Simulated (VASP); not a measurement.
Input of a VASP 6.6.1 run:

Contents of POSCAR:

```
ZnO2
1.0
    5.0256542149      0.0000000000      0.0000000000
    0.0000000000      5.0256542149      0.0000000000
    0.0000000000      0.0000000000      5.0256542149
Zn O
4 8
Direct
    0.5000000000      0.5000000000      0.0000000000
    0.5000000000      0.0000000000      0.5000000000
    0.0000000000      0.5000000000      0.5000000000
    0.0000000000      0.0000000000      0.0000000000
    0.1083085854      0.8916914146      0.3916914146
    0.8916914146      0.3916914146      0.1083085854
    0.3916914146      0.1083085854      0.8916914146
    0.6083085854      0.6083085854      0.6083085854
    0.8916914146      0.1083085854      0.6083085854
    0.1083085854      0.6083085854      0.8916914146
    0.6083085854      0.8916914146      0.1083085854
    0.3916914146      0.3916914146      0.3916914146
```

The input INCAR.step1:

```
ALGO = Normal
EDIFF = 1E-5
ENCUT = 660
GGA = PE
GGA_COMPAT = F
ISMEAR = 0
LASPH = T
LCHARG = F
LREAL = F
LWAVE = T
NBANDS = 60
NELM = 120
PREC = Accurate
SIGMA = 0.1
```

Contents of INCAR.step2:

```
ALGO = Normal
EDIFF = 1E-6
ENCUT = 660
GGA_COMPAT = F
ISIF = 2
ISMEAR = 0
ISTART = 1
LASPH = T
LCHARG = F
LMIXTAU = T
LREAL = F
LWAVE = F
METAGGA = R2SCAN
NBANDS = 60
NELM = 120
PREC = Accurate
SIGMA = 0.1
```

The input KPOINTS:

```
k-points
0
Gamma
  4 4 4
```

Potentials or basis: VASP PAW PBE potentials, release 64 (Zn, O).

Launch:

```console
$ cat potpaw_PBE.64/Zn/POTCAR potpaw_PBE.64/O/POTCAR > POTCAR
$ cp INCAR.step1 INCAR
$ mpirun -np 1 vasp_std > vasp.out
$ cp INCAR.step2 INCAR
$ mpirun -np 1 vasp_std > vasp.out
```

(1) Estimate the band gap on the k mesh.

(2) Estimate the pressure.

(3) Estimate the largest force.

Answers

(1) 0.75 eV (least direct gap 0.78 eV).

(2) -15.4 GPa.

(3) 2.818 eV/Å.

Caveat: the cell stands under tension; the PAW data sets were made with another functional, which shifts forces and pressure a little.
